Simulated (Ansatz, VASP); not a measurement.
**As in VASP and in Ansatz**

The input INCAR:

```
  PREC = Accurate
  ENCUT = 600
  EDIFF = 1E-6
  ISMEAR = -1
  SIGMA = 0.1
  LREAL = False
  LASPH = True
  NELM = 60
  ALGO = Normal
  ISIF = 3
  LWAVE = False
  LCHARG = False
  IBRION = 2
  NSW = 80
  EDIFFG = -0.01
```

KPOINTS

```
Automatic mesh
0
Gamma
  13 13 13
```

File POSCAR:

```
As
1.0
   -1.6601131187      1.6601131187      1.6601131187
    1.6601131187     -1.6601131187      1.6601131187
    1.6601131187      1.6601131187     -1.6601131187
As
1
Direct
    0.0000000000      0.0000000000      0.0000000000
```

Input for Ansatz:

```yaml
crystal:
  lattice:
    - [-1.6601131187, 1.6601131187, 1.6601131187]
    - [1.6601131187, -1.6601131187, 1.6601131187]
    - [1.6601131187, 1.6601131187, -1.6601131187]
  atoms:
    - { symbol: As, position: [0.0, 0.0, 0.0] }
hamiltonian:
  xc: lda
  pseudopotentials:
    kind: paw
    azcp:
      As: "pseudopotentials/As.paw.azcp"
basis:
  ecutwfc: 420
  fft_grid_basis: typed
kpoints:
  mp_grid: { grid: [13, 13, 13], shift: [0, 0, 0] }
magnetization:
  spin_polarized: false
scf:
  occupations: { method: fermi_dirac, width: 0.1 }
relax:
  max_steps: 60
  f_tol: 0.01
  cell: {}
```

Alike in both runs: task relaxation of cell and atoms; functional LDA; k mesh 13 × 13 × 13; occupations fermi-dirac, width 0.1 eV; no spin polarisation.

|  | VASP | Ansatz |
| --- | --- | --- |
| version | VASP 6.6.1 | Ansatz 0.2.0 |
| potentials or method | VASP PAW LDA potentials, release 64 (As), cutoff 600 eV | plane waves (420 eV) with PAW, scalar-relativistic |
| valence electrons in the cell | 5 | 15 |

```csv
,VASP,Ansatz,Ansatz less VASP
relaxed volume (Å³/atom),17.89,17.84,-0.053
relaxed cell length with the largest relative difference (Å),2.854,2.851,-0.0028
```

Ansatz warns that its potentials were made for another functional, while VASP's fit it. LDA's correlation is that of Perdew and Zunger in VASP and of Perdew and Wang (1992) in Ansatz. VASP's potentials hold 5 valence electrons a cell and Ansatz's 15, so a difference there can come from the potentials and not from the codes.
